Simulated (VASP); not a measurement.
# Si (P6_3/mmc) in VASP: further runs, part 2 of 2

VASP 6.6.1. The steps go on from the part before.

## Step 4: Single point, PBE (uniaxial z strain +1.0%)

INCAR

```
SYSTEM = Si
PREC = Accurate
ENCUT = 520
EDIFF = 1E-6
ISMEAR = 0
SIGMA = 0.01
LREAL = .FALSE.
LASPH = .TRUE.
NELM = 100
ALGO = Normal
ISIF = 2
LWAVE = .FALSE.
LCHARG = .FALSE.
GGA = PE
NBANDS = 16
```

KPOINTS

```
Automatic mesh
0
G
  6 6 2
  0 0 0
```

POSCAR

```
Si
1.0
    3.8321295590      0.0000000000      0.0000000000
   -1.9160647795      3.3187215487      0.0000000000
    0.0000000000      0.0000000000      6.4046290291
Si
4
Direct
    0.3333333333      0.6666666667      0.0011067837
    0.6666666667      0.3333333333      0.5011067837
    0.3333333333      0.6666666667      0.3738932163
    0.6666666667      0.3333333333      0.8738932163
```

Potentials or basis: VASP PAW PBE potentials, release 64 (Si).

The run is started by

```bash
$ cat potpaw_PBE.64/Si/POTCAR > POTCAR
$ mpirun -np 1 vasp_std > vasp.out
```

OUTCAR:

```text
SYSTEM = Si
   PREC = Accurate
   ENCUT = 520
   EDIFF = 1E-6
   ISMEAR = 0
   LREAL = .FALSE.
   LASPH = .TRUE.
   NELM = 100
   ISIF = 2
   GGA = PE

 ion  position               nearest neighbor table
   1  0.333  0.667  0.001-   4 2.36   4 2.36   4 2.36   3 2.39
   2  0.667  0.333  0.501-   3 2.36   3 2.36   3 2.36   4 2.39
   3  0.333  0.667  0.374-   2 2.36   2 2.36   2 2.36   1 2.39
   4  0.667  0.333  0.874-   1 2.36   1 2.36   1 2.36   2 2.39

  LATTYP: Found a hexagonal cell.
 ALAT       =     3.8321295590
 C/A-ratio  =     1.6712976246

  Lattice vectors:

 A1 = (   3.8321295590,   0.0000000000,   0.0000000000)
 A2 = (  -1.9160647795,   3.3187215487,   0.0000000000)
 A3 = (   0.0000000000,   0.0000000000,   6.4046290291)

Analysis of symmetry for initial positions (statically):
=====================================================================
 Subroutine PRICEL returns:
 Original cell was already a primitive cell.

 Routine SETGRP: Setting up the symmetry group for a
 hexagonal supercell.

 Subroutine GETGRP returns: Found 24 space group operations
 (whereof  6 operations were pure point group operations)
 out of a pool of 24 trial point group operations.

The static configuration has the point symmetry C_3v.
 The point group associated with its full space group is D_6h.

Analysis of symmetry for dynamics (positions and initial velocities):
=====================================================================
 Subroutine PRICEL returns:
 Original cell was already a primitive cell.

 Routine SETGRP: Setting up the symmetry group for a
 hexagonal supercell.

 Subroutine GETGRP returns: Found 24 space group operations
 (whereof  6 operations were pure point group operations)
 out of a pool of 24 trial point group operations.

The dynamic configuration has the point symmetry C_3v.
 The point group associated with its full space group is D_6h.

 Subroutine INISYM returns: Found 24 space group operations
 (whereof  6 operations are pure point group operations),
 and found     1 'primitive' translations

----------------------------------------------------------------------------------------

                                     Primitive cell

  volume of cell :      81.4526

  direct lattice vectors                    reciprocal lattice vectors
     3.832129559  0.000000000  0.000000000     0.260951511  0.150660425  0.000000000
    -1.916064780  3.318721549  0.000000000     0.000000000  0.301320851  0.000000000
     0.000000000  0.000000000  6.404629029     0.000000000  0.000000000  0.156137068

  length of vectors
     3.832129559  3.832129559  6.404629029     0.301320851  0.301320851  0.156137068

  position of ions in fractional coordinates (direct lattice)
     0.333333333  0.666666667  0.001106784
     0.666666667  0.333333333  0.501106784
     0.333333333  0.666666667  0.373893216
     0.666666667  0.333333333  0.873893216

  ion indices of the primitive-cell ions
   primitive index   ion index
                 1           1
                 2           2
                 3           3
                 4           4

----------------------------------------------------------------------------------------

[... 32 lines left out ...]
  0.333333  0.333333  0.000000      2.000000
  0.000000  0.000000  0.500000      1.000000
  0.166667  0.000000  0.500000      6.000000
  0.333333  0.000000  0.500000      6.000000
  0.500000  0.000000  0.500000      3.000000
  0.166667  0.166667  0.500000      6.000000
  0.333333  0.166667  0.500000     12.000000
  0.333333  0.333333  0.500000      2.000000
   k-points           NKPTS =     14   k-points in BZ     NKDIM =     14   number of bands    NBANDS=     16
   number of dos      NEDOS =    301   number of ions     NIONS =      4
   total plane-waves  NPLWV =  43200
   dimension x,y,z NGX =    30 NGY =   30 NGZ =   48
   dimension x,y,z NGXF=    60 NGYF=   60 NGZF=   96
   ions per type =               4
   NGX,Y,Z   is equivalent  to a cutoff of  13.01, 13.01, 12.46 a.u.
   NGXF,Y,Z  is equivalent  to a cutoff of  26.03, 26.03, 24.92 a.u.
 SYSTEM =  Si
   PREC   = accura    normal or accurate (medium, high low for compatibility)
   ISTART =      0    job   : 0-new  1-cont  2-samecut
   ICHARG =      2    charge: 1-file 2-atom 10-const
   ISPIN  =      1    spin polarized calculation?
   LNONCOLLINEAR =      F non collinear calculations
   LSORBIT =      F    spin-orbit coupling
   LASPH  =      T    aspherical Exc in radial PAW
   ENCUT  =  520.0 eV  38.22 Ry    6.18 a.u.   7.13  7.13 11.91*2*pi/ulx,y,z
   NELM   =    100;   NELMIN=  2; NELMDL= -5     # of ELM steps
   EDIFF  = 0.1E-05   stopping-criterion for ELM
   LREAL  =      F    real-space projection
   EDIFFG = 0.1E-04   stopping-criterion for IOM
   NSW    =      0    number of steps for IOM
   IBRION =     -1    ionic relax: 0-MD 1-quasi-New 2-CG
   NFREE  =      0    steps in history (QN), initial steepest desc. (CG)
   ISIF   =      2    stress and relaxation
   ISYM   =      2    0-nonsym 1-usesym 2-fastsym
   POTIM  = 0.5000    time-step for ionic-motion
   TEBEG  =    0.0;   TEEND  =   0.0 temperature during run
   PSTRESS=    0.0 pullay stress
   NELECT =      16.0000    total number of electrons
   NUPDOWN=      -1.0000    fix difference up-down
   EMIN   =  10.00;   EMAX   =-10.00  energy-range for DOS
   EFERMI =   0.00;   METHOD = LEGACY
   ISMEAR =     0;   SIGMA  =   0.01  broadening in eV -4-tet -1-fermi 0-gaus
   EFERMI_NEDOS =   21; number of points for ismear=-14 and -15
   IALGO  =     38    algorithm
   IMIX   =      4    mixing-type and parameters
     AMIX     =   0.40;   BMIX     =  1.00
     AMIX_MAG =   1.60;   BMIX_MAG =  1.00
  volume/ion in A,a.u.               =      20.36       137.42
  Fermi-wavevector in a.u.,A,eV,Ry     =   0.951656  1.798368 12.322096  0.905648
  Thomas-Fermi vector in A             =   2.080146
   LORBIT       =      0    0 simple, 1 ext, 2 COOP (PROOUT), +10 PAW based schemes
   GGA     = PE    functional components
   LHFCALC =     F    Hartree Fock is set to
   AEXX    =    0.0000 exact exchange contribution
   IVDW    =     0    specifies the selected vdW correction
   LEPSILON=     F    determine dielectric tensor
   LRPA    =     F    only Hartree local field effects (RPA)
 non-spin polarized calculation
 Gauss-broadening in eV      SIGMA  =   0.01
  energy-cutoff  :      520.00
  volume of cell :       81.45
 maximum number of plane-waves:      2226
 NGX is ok and might be reduce to    30
   NGX = 15   NGY = 15   NGZ = 23

 number of electron      16.0000001 magnetization

 Free energy of the ion-electron system (eV)
  ---------------------------------------------------
  ext. energy  EPLUGINS =         0.00000000
  ---------------------------------------------------
  free energy    TOTEN  =       -21.64304937 eV

  energy without entropy =      -21.64304937  energy(sigma->0) =      -21.64304937

 E-fermi :   6.0197     XC(G=0):  -9.3375

 val. band max:        5.9309787843   @ k =   0.0000   0.0000   0.0000
 cond. band min:       6.4066616282   @ k =   0.5000   0.0000   0.0000
 fundamental gap:      0.4756828439
 Fermi energy:         6.0197086216

 k-point     1 :       0.0000    0.0000    0.0000
  band No.  band energies     occupation
      1      -6.1962      2.00000
      2      -3.9995      2.00000
      3      -1.2593      2.00000
      4       4.4762      2.00000
      5       4.4762      2.00000
      6       5.5025      2.00000
[... 243 lines left out ...]
      3      -1.4531      2.00000
      4      -1.4531      2.00000
      5       1.4920      2.00000
      6       1.4920      2.00000
[... 8 lines left out ...]
     15      12.2506      0.00000
     16      12.2506      0.00000

------------------------ aborting loop because EDIFF is reached ----------------------------------------

  FORCE on cell =-STRESS in cart. coord.  units (eV):
  Direction    XX          YY          ZZ          XY          YZ          ZX
  --------------------------------------------------------------------------------------
  -------------------------------------------------------------------------------------
  Total        0.5603754      0.5603754     -0.6180963      0.0000000      0.0000000     -0.0000000
  in kB       11.0226164     11.0226164    -12.1579889      0.0000000      0.0000000     -0.0000000
  external PRESSURE =       3.2957480 kB  Pullay stress =       0.0000000 kB

 VOLUME and BASIS-vectors are now :
 -----------------------------------------------------------------------------
  energy-cutoff  :      520.00
  volume of cell :       81.45
      direct lattice vectors                 reciprocal lattice vectors
     3.832129559  0.000000000  0.000000000     0.260951511  0.150660425  0.000000000
    -1.916064780  3.318721549  0.000000000     0.000000000  0.301320851  0.000000000
     0.000000000  0.000000000  6.404629029     0.000000000  0.000000000  0.156137068

 POSITION                                       TOTAL-FORCE (eV/Angst)
 -----------------------------------------------------------------------------------
     -0.00000      2.21248      0.00709         0.000000     -0.000000     -0.027337
      1.91606      1.10624      3.20940        -0.000000      0.000000     -0.027337
     -0.00000      2.21248      2.39465         0.000000     -0.000000      0.027337
      1.91606      1.10624      5.59696        -0.000000      0.000000      0.027337
 -----------------------------------------------------------------------------------
    total drift:                               -0.000000      0.000000     -0.000000

  FREE ENERGIE OF THE ION-ELECTRON SYSTEM (eV)
  ---------------------------------------------------
  free  energy   TOTEN  =       -21.6430493666 eV

  energy  without entropy=      -21.6430493666  energy(sigma->0) =      -21.64304937
```

OSZICAR:

```text
N       E                     dE             d eps       ncg     rms          rms(c)
DAV:   1     0.250537726248E+02    0.25054E+02   -0.60102E+03   448   0.820E+02
DAV:   2    -0.202032202600E+02   -0.45257E+02   -0.41159E+02   568   0.122E+02
DAV:   3    -0.219731349701E+02   -0.17699E+01   -0.17568E+01   632   0.224E+01
DAV:   4    -0.219949654544E+02   -0.21830E-01   -0.21827E-01   496   0.310E+00
DAV:   5    -0.219953600779E+02   -0.39462E-03   -0.39452E-03   648   0.395E-01    0.676E+00
DAV:   6    -0.217525869266E+02    0.24277E+00   -0.97969E-02   496   0.148E+00    0.412E+00
DAV:   7    -0.216400263255E+02    0.11256E+00   -0.21025E-01   528   0.226E+00    0.240E-01
DAV:   8    -0.216424302042E+02   -0.24039E-02   -0.15308E-02   512   0.626E-01    0.111E-01
DAV:   9    -0.216428975068E+02   -0.46730E-03   -0.61144E-04   584   0.142E-01    0.837E-02
DAV:  10    -0.216430432164E+02   -0.14571E-03   -0.15325E-04   496   0.616E-02    0.133E-02
DAV:  11    -0.216430473460E+02   -0.41296E-05   -0.71698E-06   600   0.143E-02    0.987E-03
DAV:  12    -0.216430494785E+02   -0.21325E-05   -0.22958E-06   488   0.821E-03    0.169E-03
DAV:  13    -0.216430493666E+02    0.11199E-06   -0.20960E-07   328   0.237E-03
   1 F= -.21643049E+02 E0= -.21643049E+02  d E =-.100735E-37
```

stdout:

```text
POSCAR found type information on POSCAR Si
 POSCAR found :  1 types and       4 ions
 scaLAPACK will be used
 LDA part: xc-table for (Slater+PW92), standard interpolation
 POSCAR, INCAR and KPOINTS ok, starting setup
 FFT: planning ... GRIDC
 FFT: planning ... GRID_SOFT
 FFT: planning ... GRID
 WAVECAR not read
 entering main loop
```

It took 9.2 s on 1 thread of AMD EPYC 9R45 (Zen 5), shared host; peak memory 0.16 GiB.

What came out:

| Quantity | Value |
| --- | --- |
| Free energy | -21.6430 eV |
| Pressure | 0.3 GPa |
| Largest force | 0.027 eV/Å |
| Band gap on the k mesh | 0.48 eV (least direct gap 1.11 eV) |

Forces in eV/Å, atoms in the order of the input:
```
Si   0.000  0.000 -0.027
Si   0.000  0.000 -0.027
Si   0.000  0.000  0.027
Si   0.000  0.000  0.027
```

Stress tensor (GPa, compression positive):
```
 1.10  0.00  0.00
 0.00  1.10  0.00
 0.00  0.00 -1.22
```

Caveat: the k points lie up to 0.49 Å⁻¹ apart; the cell differs from its parent crystal (uniaxial z strain +1.0%). A k mesh can miss the band edges.

## Step 5: Single point, PBE (uniaxial z strain +2.0%)

INCAR

```
SYSTEM = Si
ALGO = Normal
EDIFF = 1E-6
ENCUT = 520
GGA = PE
ISIF = 2
ISMEAR = 0
LASPH = .TRUE.
LCHARG = .TRUE.
LELF = .TRUE.
LREAL = .FALSE.
LVHAR = .TRUE.
LWAVE = .FALSE.
NBANDS = 16
NELM = 60
PREC = Accurate
SIGMA = 0.01
```

KPOINTS

```
k-points
0
G
  6 6 2
  0 0 0
```

POSCAR

```
Si
1.0
    3.8321295590      0.0000000000      0.0000000000
   -1.9160647795      3.3187215487      0.0000000000
    0.0000000000      0.0000000000      6.4680411977
Si
4
Direct
    0.3333333333      0.6666666667      0.0015856141
    0.6666666667      0.3333333333      0.5015856141
    0.3333333333      0.6666666667      0.3734143859
    0.6666666667      0.3333333333      0.8734143859
```

The run is started by

```bash
$ cat potpaw_PBE.64/Si/POTCAR > POTCAR
$ mpirun -np 1 vasp_std > vasp.out
```

It took 11 s on 1 thread of AMD EPYC 9R45 (Zen 5), shared host; peak memory 0.16 GiB.

It converged, with:

```yaml
Free_energy: -21.6314 eV
Pressure: -0.6 GPa
Largest_force: 0.014 eV/Å
Band_gap_on_the_k_mesh: 0.53 eV (least direct gap 1.18 eV)
```

Forces in eV/Å, atoms in the order of the input:
```
Si   0.000  0.000 -0.014
Si   0.000  0.000 -0.014
Si   0.000  0.000  0.014
Si   0.000  0.000  0.014
```

Stress tensor (GPa, compression positive):
```
 0.82  0.00  0.00
 0.00  0.82  0.00
 0.00  0.00 -3.31
```

Levels at points of the mesh, in eV from the valence-band top:
| k point | band 4 | band 5 | band 6 | band 7 | band 8 | band 9 | band 10 | band 11 | band 12 | band 13 |
| --- | --- | --- | --- | --- | --- | --- | --- | --- | --- | --- |
| (0.00, 0.00, 0.00) | -1.40 | -1.40 | -0.49 | 0.00 | 0.00 | 1.18 | 1.93 | 2.08 | 2.08 | 3.38 |
| (0.50, 0.00, 0.00) | -6.01 | -4.59 | -2.95 | -2.94 | -1.45 | 0.53 | 2.27 | 2.86 | 3.13 | 4.04 |
| (0.00, 0.00, 0.50) | -4.35 | -0.85 | -0.85 | -0.85 | -0.85 | 1.89 | 1.89 | 3.01 | 3.01 | 3.01 |
| (0.50, 0.00, 0.50) | -7.20 | -2.53 | -2.53 | -2.34 | -2.34 | 0.85 | 0.85 | 1.64 | 1.64 | 5.50 |

Caveat: the k points lie up to 0.49 Å⁻¹ apart; the cell differs from its parent crystal (uniaxial z strain +2.0%).

## Step 6: Summary

```tsv
cell	gap on the mesh (eV)	pressure (GPa)	largest force (eV/Å)
a = 3.832, b = 3.832, c = 6.214 Å, angles 90.0, 90.0, 120.0°, 4 atoms, uniaxial z strain -2.0%	0.31	3.3	0.07
a = 3.832, b = 3.832, c = 6.278 Å, angles 90.0, 90.0, 120.0°, 4 atoms, uniaxial z strain -1.0%	0.37	2.3	0.06
a = 3.832, b = 3.832, c = 6.405 Å, angles 90.0, 90.0, 120.0°, 4 atoms, uniaxial z strain +1.0%	0.48	0.3	0.03
a = 3.832, b = 3.832, c = 6.468 Å, angles 90.0, 90.0, 120.0°, 4 atoms, uniaxial z strain +2.0%	0.53	-0.6	0.01
```

Alike in all rows: task single point; level PBE; potentials or basis VASP PAW PBE potentials, release 64 (Si); no spin polarisation; k mesh 6 × 6 × 2; cutoff (eV) 520; smearing gaussian 0.01 eV.

Caveats: all runs use coarse meshes.

Total energies depend on the potentials used, so only differences within one code and one set of settings carry meaning.
